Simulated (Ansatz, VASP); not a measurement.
Two plane-wave programs on AgCl

```xyz
2
Lattice="0.0000 2.8271 2.8271 2.8060 0.0210 2.8060 2.8060 2.8060 0.0210" Properties=species:S:1:pos:R:3 pbc="T T T"
Ag    2.8060    2.8271    2.8271
Cl    0.0000    0.0000    0.0000
```

Change from the starting cell: strain +0.0150 x Voigt [0, 0, 0, 1, 0, 0], atoms carried along.

Alike in both runs: task single point; functional PBE; k mesh 8 × 8 × 8; occupations gaussian, width 0.05 eV; no spin polarisation.

|  | VASP | Ansatz |
| --- | --- | --- |
| version | VASP 6.6.1 | Ansatz 0.2.0 |
| potentials or method | VASP PAW PBE potentials, release 64 (Ag, Cl), cutoff 520 eV | scalar-relativistic, plane waves, PAW |
| valence electrons in the cell | 18 | 26 |

VASP gave:

| Item | Value |
| --- | --- |
| gap on the k mesh at the Fermi level (eV) | 0.91 |
| least direct gap on the mesh (eV) | 3.06 |
| pressure (GPa) | -0.1 |
| traceless stress, the component that is largest in VASP (GPa) | -0.09 |

Question: What did Ansatz give for the same quantities?

Answer: gap on the k mesh at the Fermi level (eV): 0.91; least direct gap on the mesh (eV): 3.06; pressure (GPa): 0.0; traceless stress, the component that is largest in VASP (GPa): -0.09.

VASP's potentials hold 18 valence electrons a cell and Ansatz's 26, so a difference there can come from the potentials and not from the codes.
